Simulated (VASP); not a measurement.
Input of a VASP 6.6.1 run:

File INCAR:

```
PREC     = Accurate       # precision mode
ENCUT    = 600            # plane-wave cutoff, eV
EDIFF    = 1E-6           # SCF threshold, eV
ISMEAR   = -1             # smearing method
SIGMA    = 0.08           # smearing width, eV
LREAL    = F              # projectors in reciprocal space
LASPH    = T              # aspherical terms in the spheres
NELM     = 80             # most SCF steps
ALGO     = Normal         # electronic algorithm
ISIF     = 3              # what is computed and relaxed
LWAVE    = F              # write WAVECAR
LCHARG   = F              # write CHGCAR
IBRION   = 2              # ionic algorithm
NSW      = 60             # ionic steps
EDIFFG   = -0.005         # ionic threshold
PSTRESS  = 780.0
```

Contents of KPOINTS:

```
Automatic mesh
0
Gamma
  19 19 17
```

The input POSCAR:

```
Zn
1.0
    2.2974106889      0.0000000000      0.0000000000
   -1.1487053444      1.9896160195      0.0000000000
    0.0000000000      0.0000000000      2.1595660475
Zn
1
Direct
    0.0000000000      0.0000000000      0.0000000000
```

Potentials or basis: VASP PAW LDA potentials, release 64 (Zn).

Command:

```sh
$ cat potpaw_LDA.64/Zn/POTCAR > POTCAR
$ mpirun -np 1 vasp_std > vasp.out
```

Task: Predict the band gap on the k mesh.

Result: Zero (band 6 reaches 11.05 eV, above the bottom of band 7 at 2.99 eV).

Task: Estimate the relaxed volume.

Result: 10.36 Å³/atom.

Task: Predict the space group after relaxing (to 0.05 Å).

Result: P6/mmm (No. 191).

Final structure:
```cif
data_structure
_symmetry_space_group_name_H-M 'P 1'
_symmetry_Int_Tables_number 1
_cell_length_a 2.2803
_cell_length_b 2.2803
_cell_length_c 2.3004
_cell_angle_alpha 90.000
_cell_angle_beta 90.000
_cell_angle_gamma 120.000
_cell_volume 10.36
loop_
_atom_site_label
_atom_site_type_symbol
_atom_site_fract_x
_atom_site_fract_y
_atom_site_fract_z
_atom_site_occupancy
Zn1 Zn 0.00000 0.00000 0.00000 1
```

Caveat: the cell is relaxed towards a set pressure, so the enthalpy falls and the energy may rise.
